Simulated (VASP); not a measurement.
# SnO (Romarchite) (P4/nmm) in VASP: notebook

Aim: see how the results for SnO (Romarchite) move with the level of theory and the settings. Levels: PBE, r2SCAN. Tasks: single point.

Program: VASP 6.6.1. These are calculated values, not measurements. Logs are shortened: lines on timing, memory, paths and dates and some standing lists are left out, and cuts for length are marked.

### Step 1. The cell of the first run

It takes space group P4/nmm (No. 129, tetragonal). The conventional cell has a = 3.793 Å, b = 3.793 Å, c = 4.758 Å, α = 90.00°, β = 90.00°, γ = 90.00°. Within 2.9 Å of Sn (site symmetry 4mm) lie 4 O at 2.22 Å. Within 2.9 Å of O (site symmetry -4m2) lie 4 Sn at 2.22 Å and 4 O at 2.68 Å.

### Step 2. Single point, PBE

Contents of INCAR:

```
ALGO     = Normal         # electronic algorithm
EDIFF    = 1E-6           # SCF threshold, eV
ENCUT    = 520            # plane-wave cutoff, eV
GGA      = PE             # functional
ISIF     = 2              # what is computed and relaxed
ISMEAR   = -1             # smearing method
LASPH    = T              # aspherical terms in the spheres
LCHARG   = T              # write CHGCAR
LELF     = T              # ELF
LREAL    = F              # projectors in reciprocal space
LVHAR    = T            
LWAVE    = F              # write WAVECAR
NBANDS   = 28             # bands
NELM     = 100            # most SCF steps
PREC     = Accurate       # precision mode
SIGMA    = 0.02           # smearing width, eV
```

Contents of KPOINTS:

```
k-points
0
Gamma
  6 6 6
```

Contents of POSCAR:

```
SnO
1.0
    3.7926488554      0.0000000000      0.0000000000
    0.0000000000      3.7926488554      0.0000000000
    0.0000000000      0.0000000000      4.7582139114
Sn O
2 2
Direct
    0.5000000000      0.0000000000      0.2410340793
    0.0000000000      0.5000000000      0.7589659207
    0.0000000000      0.0000000000      0.0000000000
    0.5000000000      0.5000000000      0.0000000000
```

Potentials or basis: VASP PAW PBE potentials, release 64 (Sn_d, O).

Run with:

```console
$ cat potpaw_PBE.64/Sn_d/POTCAR potpaw_PBE.64/O/POTCAR > POTCAR
$ mpirun -np 1 vasp_std > vasp.out
```

OUTCAR:

```text
EDIFF = 1E-6
   ENCUT = 520
   GGA = PE
   ISIF = 2
   ISMEAR = -1
   LASPH = T
   LREAL = F
   NELM = 100
   PREC = Accurate

 ion  position               nearest neighbor table
   1  0.500  0.000  0.241-   3 2.22   4 2.22   4 2.22   3 2.22   2 3.53   2 3.53   2 3.53   2 3.53
                             2 3.64   2 3.64   2 3.64   2 3.64
   2  0.000  0.500  0.759-   3 2.22   4 2.22   3 2.22   4 2.22   1 3.53   1 3.53   1 3.53   1 3.53
                             1 3.64   1 3.64   1 3.64   1 3.64
   3  0.000  0.000  0.000-   1 2.22   2 2.22   2 2.22   1 2.22
   4  0.500  0.500  0.000-   1 2.22   2 2.22   1 2.22   2 2.22

  LATTYP: Found a simple tetragonal cell.
 ALAT       =     3.7926488554
 C/A-ratio  =     1.2545885719

  Lattice vectors:

 A1 = (   3.7926488554,   0.0000000000,   0.0000000000)
 A2 = (   0.0000000000,   3.7926488554,   0.0000000000)
 A3 = (   0.0000000000,   0.0000000000,   4.7582139114)

Analysis of symmetry for initial positions (statically):
=====================================================================
 Subroutine PRICEL returns:
 Original cell was already a primitive cell.

 Routine SETGRP: Setting up the symmetry group for a
 simple tetragonal supercell.

 Subroutine GETGRP returns: Found 16 space group operations
 (whereof  8 operations were pure point group operations)
 out of a pool of 16 trial point group operations.

The static configuration has the point symmetry D_2d.
 The point group associated with its full space group is D_4h.

Analysis of symmetry for dynamics (positions and initial velocities):
=====================================================================
 Subroutine PRICEL returns:
 Original cell was already a primitive cell.

 Routine SETGRP: Setting up the symmetry group for a
 simple tetragonal supercell.

 Subroutine GETGRP returns: Found 16 space group operations
 (whereof  8 operations were pure point group operations)
 out of a pool of 16 trial point group operations.

The dynamic configuration has the point symmetry D_2d.
 The point group associated with its full space group is D_4h.

 Subroutine INISYM returns: Found 16 space group operations
 (whereof  8 operations are pure point group operations),
 and found     1 'primitive' translations

----------------------------------------------------------------------------------------

                                     Primitive cell

  volume of cell :      68.4430

  direct lattice vectors                    reciprocal lattice vectors
     3.792648855  0.000000000  0.000000000     0.263667964  0.000000000  0.000000000
     0.000000000  3.792648855  0.000000000     0.000000000  0.263667964  0.000000000
     0.000000000  0.000000000  4.758213911     0.000000000  0.000000000  0.210162893

  length of vectors
     3.792648855  3.792648855  4.758213911     0.263667964  0.263667964  0.210162893

  position of ions in fractional coordinates (direct lattice)
     0.500000000  0.000000000  0.241034079
     0.000000000  0.500000000  0.758965921
     0.000000000  0.000000000  0.000000000
     0.500000000  0.500000000  0.000000000

  ion indices of the primitive-cell ions
   primitive index   ion index
                 1           1
                 2           2
                 3           3
                 4           4

----------------------------------------------------------------------------------------

 KPOINTS: k-points

Automatic generation of k-mesh.
 Grid dimensions read from file:
 generate k-points for:    6    6    6

 Generating k-lattice:

  Cartesian coordinates                     Fractional coordinates (reciprocal lattice)
     0.043944661  0.000000000  0.000000000     0.166666667  0.000000000  0.000000000
     0.000000000  0.043944661  0.000000000     0.000000000  0.166666667  0.000000000
     0.000000000  0.000000000  0.035027149     0.000000000  0.000000000  0.166666667

  Length of vectors
     0.043944661  0.043944661  0.035027149

  Shift w.r.t. Gamma in fractional coordinates (k-lattice)
     0.000000000  0.000000000  0.000000000

 Subroutine IBZKPT returns following result:
 ===========================================

 Found     40 irreducible k-points:

 Following reciprocal coordinates:
            Coordinates               Weight
  0.000000  0.000000  0.000000      1.000000
  0.166667  0.000000  0.000000      4.000000
  0.333333  0.000000  0.000000      4.000000
  0.500000  0.000000  0.000000      2.000000
  0.166667  0.166667  0.000000      4.000000
  0.333333  0.166667  0.000000      8.000000
[... 16 lines left out ...]
  0.333333  0.000000  0.333333      8.000000
  0.500000  0.000000  0.333333      4.000000
 [... further k-points ...]
   k-points           NKPTS =     40   k-points in BZ     NKDIM =     40   number of bands    NBANDS=     28
   number of dos      NEDOS =    301   number of ions     NIONS =      4
   total plane-waves  NPLWV =  28224
   dimension x,y,z NGX =    28 NGY =   28 NGZ =   36
   dimension x,y,z NGXF=    56 NGYF=   56 NGZF=   72
   ions per type =               2   2
   NGX,Y,Z   is equivalent  to a cutoff of  12.27, 12.27, 12.58 a.u.
   NGXF,Y,Z  is equivalent  to a cutoff of  24.55, 24.55, 25.16 a.u.
 SYSTEM =  unknown system
   PREC   = accura    normal or accurate (medium, high low for compatibility)
   ISTART =      0    job   : 0-new  1-cont  2-samecut
   ICHARG =      2    charge: 1-file 2-atom 10-const
   ISPIN  =      1    spin polarized calculation?
   LNONCOLLINEAR =      F non collinear calculations
   LSORBIT =      F    spin-orbit coupling
   LASPH  =      T    aspherical Exc in radial PAW
   ENCUT  =  520.0 eV  38.22 Ry    6.18 a.u.   7.05  7.05  8.85*2*pi/ulx,y,z
   NELM   =    100;   NELMIN=  2; NELMDL= -5     # of ELM steps
   EDIFF  = 0.1E-05   stopping-criterion for ELM
   LREAL  =      F    real-space projection
[... 7 lines left out ...]
   TEBEG  =    0.0;   TEEND  =   0.0 temperature during run
   PSTRESS=    0.0 pullay stress
   NELECT =      40.0000    total number of electrons
   NUPDOWN=      -1.0000    fix difference up-down
   EMIN   =  10.00;   EMAX   =-10.00  energy-range for DOS
   EFERMI =   0.00;   METHOD = LEGACY
   ISMEAR =    -1;   SIGMA  =   0.02  broadening in eV -4-tet -1-fermi 0-gaus
   EFERMI_NEDOS =   21; number of points for ismear=-14 and -15
   IALGO  =     38    algorithm
   IMIX   =      4    mixing-type and parameters
     AMIX     =   0.40;   BMIX     =  1.00
     AMIX_MAG =   1.60;   BMIX_MAG =  1.00
  volume/ion in A,a.u.               =      17.11       115.47
  Fermi-wavevector in a.u.,A,eV,Ry     =   1.368732  2.586528 25.489525  1.873427
  Thomas-Fermi vector in A             =   2.494670
   LORBIT       =      0    0 simple, 1 ext, 2 COOP (PROOUT), +10 PAW based schemes
   GGA     = PE    functional components
   LHFCALC =     F    Hartree Fock is set to
   AEXX    =    0.0000 exact exchange contribution
   IVDW    =     0    specifies the selected vdW correction
   LEPSILON=     F    determine dielectric tensor
   LRPA    =     F    only Hartree local field effects (RPA)
 non-spin polarized calculation
  energy-cutoff  :      520.00
  volume of cell :       68.44
 maximum number of plane-waves:      1868
   NGX = 15   NGY = 15   NGZ = 17

 number of electron      39.9999997 magnetization

 Free energy of the ion-electron system (eV)
  ---------------------------------------------------
  ext. energy  EPLUGINS =         0.00000000
  ---------------------------------------------------
  free energy    TOTEN  =       -22.63874577 eV

  energy without entropy =      -22.63820324  energy(sigma->0) =      -22.63847450

 E-fermi :   7.4547     XC(G=0): -10.3881

 val. band max:        7.4401695430   @ k =   0.5000   0.5000   0.0000
 cond. band min:       7.5030168395   @ k =   0.0000   0.0000   0.0000
 fundamental gap:      0.0628472964
 Fermi energy:         7.4547406655

 k-point     1 :       0.0000    0.0000    0.0000
  band No.  band energies     occupation
      1     -14.6204      2.00000
      2     -14.1600      2.00000
      3     -14.1600      2.00000
      4     -14.1516      2.00000
      5     -14.1094      2.00000
      6     -14.1051      2.00000
[... 20 lines left out ...]
     27      14.1862      0.00000
     28      14.5585      0.00000

 k-point     2 :       0.1667    0.0000    0.0000
  band No.  band energies     occupation
      1     -14.6050      2.00000
      2     -14.1766      2.00000
      3     -14.1542      2.00000
      4     -14.1523      2.00000
      5     -14.1224      2.00000
      6     -14.1112      2.00000
[... 20 lines left out ...]
     27      14.4524      0.00000
     28      16.4591      0.00000

 k-point     3 :       0.3333    0.0000    0.0000
  band No.  band energies     occupation
      1     -14.5620      2.00000
      2     -14.3492      2.00000
      3     -14.1372      2.00000
      4     -14.1335      2.00000
      5     -14.1143      2.00000
      6     -14.1134      2.00000
[... 20 lines left out ...]
     27      14.9453      0.00000
     28      17.6487      0.00000

 k-point     4 :       0.5000    0.0000    0.0000
  band No.  band energies     occupation
      1     -14.4835      2.00000
      2     -14.4835      2.00000
      3     -14.1184      2.00000
      4     -14.1184      2.00000
      5     -14.1183      2.00000
      6     -14.1183      2.00000
[... 578 lines left out ...]
     27      15.4467      0.00000
     28      16.5829      0.00000

 k-point    23 :       0.3333    0.0000    0.3333
  band No.  band energies     occupation
      1     -14.5631      2.00000
      2     -14.3747      2.00000
      3     -14.1528      2.00000
      4     -14.1295      2.00000
      5     -14.1194      2.00000
      6     -14.1159      2.00000
[... 20 lines left out ...]
     27      15.9358      0.00000
     28      17.7528      0.00000

 k-point    24 :       0.5000    0.0000    0.3333
  band No.  band energies     occupation
      1     -14.4983      2.00000
      2     -14.4983      2.00000
      3     -14.1490      2.00000
      4     -14.1490      2.00000
      5     -14.1113      2.00000
      6     -14.1113      2.00000
[... 20 lines left out ...]
     27      16.6630      0.00000
     28      16.6630      0.00000

 [... further k-points ...]
[... 5 lines left out ...]
  --------------------------------------------------------------------------------------
  -------------------------------------------------------------------------------------
  Total        2.5287574      2.5287574      2.1422647      0.0000000      0.0000000      0.0000000
  in kB       59.1954758     59.1954758     50.1481005      0.0000000      0.0000000      0.0000000
  external PRESSURE =      56.1796840 kB  Pullay stress =       0.0000000 kB

 VOLUME and BASIS-vectors are now :
 -----------------------------------------------------------------------------
  energy-cutoff  :      520.00
  volume of cell :       68.44
      direct lattice vectors                 reciprocal lattice vectors
     3.792648855  0.000000000  0.000000000     0.263667964  0.000000000  0.000000000
     0.000000000  3.792648855  0.000000000     0.000000000  0.263667964  0.000000000
     0.000000000  0.000000000  4.758213911     0.000000000  0.000000000  0.210162893

 POSITION                                       TOTAL-FORCE (eV/Angst)
 -----------------------------------------------------------------------------------
      1.89632      0.00000      1.14689         0.000000      0.000000      0.582796
      0.00000      1.89632      3.61132        -0.000000      0.000000     -0.582796
      0.00000      0.00000      0.00000         0.000000     -0.000000      0.000000
      1.89632      1.89632      0.00000         0.000000      0.000000      0.000000
 -----------------------------------------------------------------------------------
    total drift:                                0.000000      0.000000      0.000000

  FREE ENERGIE OF THE ION-ELECTRON SYSTEM (eV)
  ---------------------------------------------------
  free  energy   TOTEN  =       -22.6387457687 eV

  energy  without entropy=      -22.6382032352  energy(sigma->0) =      -22.63847450
```

It took 92 s on 1 thread of AMD EPYC 7R13, shared host; peak memory 0.18 GiB.

What came out:

```
Free energy            : -22.6387 eV
Pressure               : 5.6 GPa
Largest force          : 0.583 eV/Å
Band gap on the k mesh : zero (band 20 reaches 7.50 eV, above the bottom of band 21 at 7.44 eV)
```

Forces on the atoms (eV/Å):
```
Sn   0.000  0.000  0.583
Sn   0.000  0.000 -0.583
O    0.000  0.000  0.000
O    0.000  0.000  0.000
```

Stress tensor (GPa, compression positive):
```
5.92 0.00 0.00
0.00 5.92 0.00
0.00 0.00 5.01
```

Caveat: spin-orbit coupling is left out, which moves the levels of the heavy elements.

### Step 3. Single point, r2SCAN

POSCAR is that of step 2.

Contents of INCAR.step1:

```
SYSTEM = SnO
PREC = Accurate
ENCUT = 520
ISMEAR = -1
SIGMA = 0.02
LREAL = .FALSE.
LASPH = .TRUE.
NELM = 80
NBANDS = 28
GGA = PE
ALGO = Normal
EDIFF = 1E-4
LWAVE = .TRUE.
LCHARG = .FALSE.
```

Contents of INCAR.step2:

```
SYSTEM = SnO
PREC = Accurate
ENCUT = 520
EDIFF = 1E-7
ISMEAR = -1
SIGMA = 0.02
LREAL = .FALSE.
LASPH = .TRUE.
NELM = 80
ALGO = Normal
ISIF = 2
LWAVE = .FALSE.
LCHARG = .TRUE.
METAGGA = R2SCAN
LMIXTAU = .TRUE.
LELF = .TRUE.
LVHAR = .TRUE.
NBANDS = 28
ISTART = 1
```

Contents of KPOINTS:

```
Automatic mesh
0
G
  6 6 6
  0 0 0
```

Potentials or basis: VASP PAW PBE potentials, release 64 (Sn_d, O).

Run with:

```console
$ cat potpaw_PBE.64/Sn_d/POTCAR potpaw_PBE.64/O/POTCAR > POTCAR
$ cp INCAR.step1 INCAR
$ mpirun -np 1 vasp_std > vasp.out
$ cp INCAR.step2 INCAR
$ mpirun -np 1 vasp_std > vasp.out
```

Wall time 6.1 min (1 thread of AMD EPYC 7R13, shared host); peak memory 0.18 GiB.

The run converged. Its results:

| Quantity | Value |
| --- | --- |
| Free energy | -66.8890 eV |
| Pressure | 1.8 GPa |
| Largest force | 0.119 eV/Å |
| Band gap on the k mesh | 0.03 eV, indirect (least direct gap 2.20 eV) |

Forces on the atoms (eV/Å):
```
Sn   0.000  0.000  0.119
Sn   0.000  0.000 -0.119
O    0.000  0.000  0.000
O    0.000  0.000  0.000
```

Levels at points of the mesh, in eV from the valence-band top:
| k point | band 17 | band 18 | band 19 | band 20 | band 21 | band 22 | band 23 | band 24 |
| --- | --- | --- | --- | --- | --- | --- | --- | --- |
| (0.00, 0.00, 0.00) | -3.99 | -3.68 | -3.68 | 0.00 | 2.47 | 4.74 | 4.74 | 4.77 |
| (0.50, 0.00, 0.00) | -5.40 | -5.40 | -3.10 | -3.10 | 3.55 | 3.55 | 6.15 | 6.15 |
| (0.50, 0.50, 0.00) | -3.00 | -3.00 | -2.17 | -2.17 | 0.03 | 0.03 | 4.76 | 4.76 |
| (0.00, 0.00, 0.50) | -3.70 | -3.70 | -2.96 | -2.62 | 1.95 | 2.96 | 2.96 | 3.73 |
| (0.50, 0.00, 0.50) | -5.36 | -5.36 | -2.08 | -2.08 | 2.86 | 2.86 | 5.59 | 5.59 |
| (0.50, 0.50, 0.50) | -3.04 | -3.04 | -3.00 | -3.00 | 2.37 | 2.37 | 4.52 | 4.52 |

Caveat: the PAW data sets were made with another functional, which shifts forces and pressure a little; spin-orbit coupling is left out, which moves the levels of the heavy elements. A k mesh can miss the band edges.

### Step 4. Single point, r2SCAN

POSCAR is that of step 3.

Contents of INCAR.step1:

```
SYSTEM = SnO
PREC = Accurate
ENCUT = 910
ISMEAR = -1
SIGMA = 0.02
LREAL = .FALSE.
LASPH = .TRUE.
NELM = 120
NBANDS = 28
GGA = PE
ALGO = Normal
EDIFF = 1E-5
LWAVE = .TRUE.
LCHARG = .FALSE.
GGA_COMPAT = .FALSE.
```

INCAR.step2, as its differences from that of step 3:

```diff
@@ -2,4 +2,4 @@
 PREC = Accurate
-ENCUT = 520
-EDIFF = 1E-7
+ENCUT = 910
+EDIFF = 1E-6
 ISMEAR = -1
@@ -8,3 +8,3 @@
 LASPH = .TRUE.
-NELM = 80
+NELM = 120
 ALGO = Normal
@@ -19 +19,2 @@
 ISTART = 1
+GGA_COMPAT = .FALSE.
```

KPOINTS is that of step 3.

Potentials or basis: VASP PAW PBE potentials, release 64 (Sn_d, O_h).

Run with:

```console
$ cat potpaw_PBE.64/Sn_d/POTCAR potpaw_PBE.64/O_h/POTCAR > POTCAR
$ cp INCAR.step1 INCAR
$ mpirun -np 1 vasp_std > vasp.out
$ cp INCAR.step2 INCAR
$ mpirun -np 1 vasp_std > vasp.out
```

Wall time 6.6 min (1 thread of Intel Xeon Platinum 8375C at 2.90GHz (Ice Lake), shared host); peak memory 0.38 GiB.

Results (log left out):

| Item | Value |
| --- | --- |
| Free energy | -66.9110 eV |
| Pressure | 1.7 GPa |
| Largest force | 0.105 eV/Å |
| Band gap on the k mesh | 0.03 eV, indirect (least direct gap 2.20 eV) |

Forces in eV/Å, atoms in the order of the input:
```
Sn   0.000  0.000  0.105
Sn   0.000  0.000 -0.105
O    0.000  0.000  0.000
O    0.000  0.000  0.000
```

Levels at points of the mesh, in eV from the valence-band top:
| k point | band 18 | band 19 | band 20 | band 21 | band 22 | band 23 |
| --- | --- | --- | --- | --- | --- | --- |
| (0.00, 0.00, 0.00) | -3.69 | -3.69 | 0.00 | 2.48 | 4.74 | 4.74 |
| (0.50, 0.00, 0.00) | -5.40 | -3.10 | -3.10 | 3.55 | 3.55 | 6.15 |
| (0.50, 0.50, 0.00) | -3.00 | -2.17 | -2.17 | 0.03 | 0.03 | 4.76 |
| (0.00, 0.00, 0.50) | -3.70 | -2.96 | -2.62 | 1.96 | 2.96 | 2.96 |
| (0.50, 0.00, 0.50) | -5.35 | -2.08 | -2.08 | 2.86 | 2.86 | 5.59 |
| (0.50, 0.50, 0.50) | -3.04 | -3.01 | -3.01 | 2.37 | 2.37 | 4.53 |

Caveat: the cutoff is under 1.25 times the usual one of these potentials, so pressure, stress and relaxed cells hold a basis-set (Pulay) error; the PAW data sets were made with another functional, which shifts forces and pressure a little; spin-orbit coupling is left out, which moves the levels of the heavy elements. A k mesh can miss the band edges.

### Step 5. Summary

```csv
level,potentials or basis,cutoff (eV),second run,gap on the mesh (eV),pressure (GPa),largest force (eV/Å)
PBE,"VASP PAW PBE potentials, release 64 (Sn_d, O)",520,-,none,5.6,0.58
r2SCAN,"VASP PAW PBE potentials, release 64 (Sn_d, O)",520,-,0.03,1.8,0.12
r2SCAN,"VASP PAW PBE potentials, release 64 (Sn_d, O_h)",910,hard_potentials,0.03,1.7,0.10
```

Alike in all rows: task single point; no spin polarisation; cell as given; k mesh 6 × 6 × 6; smearing fermi-dirac 0.02 eV.

Caveats: spin-orbit coupling is left out, which moves the levels of the heavy elements; the PAW data sets were made with another functional, which shifts forces and pressure a little (some runs); the cutoff is under 1.25 times the usual one of these potentials, so pressure, stress and relaxed cells hold a basis-set (Pulay) error (some runs).

Absolute energies hang on the potentials; compare differences alone.
